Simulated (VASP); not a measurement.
A run of VASP 6.6.1 is set up as follows.

Contents of INCAR:

```
  PREC = Accurate
  ENCUT = 600
  EDIFF = 1E-6
  ISMEAR = 0
  SIGMA = 0.1
  LREAL = F
  LASPH = T
  NELM = 100
  ALGO = Normal
  ISIF = 3
  LWAVE = F
  LCHARG = F
  GGA = PS
  IBRION = 2
  NSW = 60
  EDIFFG = -0.02
```

File KPOINTS:

```
regular mesh
0
Gamma
  9 9 9
```

Contents of POSCAR:

```
Al
1.0
   -1.5912186900      1.5912186900      1.5912186900
    1.5912186900     -1.5912186900      1.5912186900
    1.5912186900      1.5912186900     -1.5912186900
Al
1
Direct
    0.0000000000      0.0000000000      0.0000000000
```

Potentials or basis: VASP PAW PBE potentials, release 64 (Al).

The run is started by

```bash
$ cat potpaw_PBE.64/Al/POTCAR > POTCAR
$ mpirun -np 1 vasp_std > vasp.out
```

Problem. Predict the space group after relaxing (to 0.05 Å).

Solution. Im-3m (No. 229).

Problem. What does it give for the relaxed cell?

Solution. a = 2.783 Å, b = 2.783 Å, c = 2.783 Å, α = 109.47°, β = 109.47°, γ = 109.47°.

Problem. What does it give for the relaxed volume?

Solution. 16.59 Å³/atom.

Step by step:
| step | energy change (eV) | largest force (eV/Å) | pressure (GPa) | volume (Å³) |
| --- | --- | --- | --- | --- |
| 1 | 0.0000 | 0.0000 | 2.38 | 16.12 |
| 2 | -0.0034 | 0.0000 | -0.40 | 16.68 |
| 3 | -0.0035 | 0.0000 | 0.00 | 16.59 |

Caveat: the PAW data sets were made with another functional, which shifts forces and pressure a little.
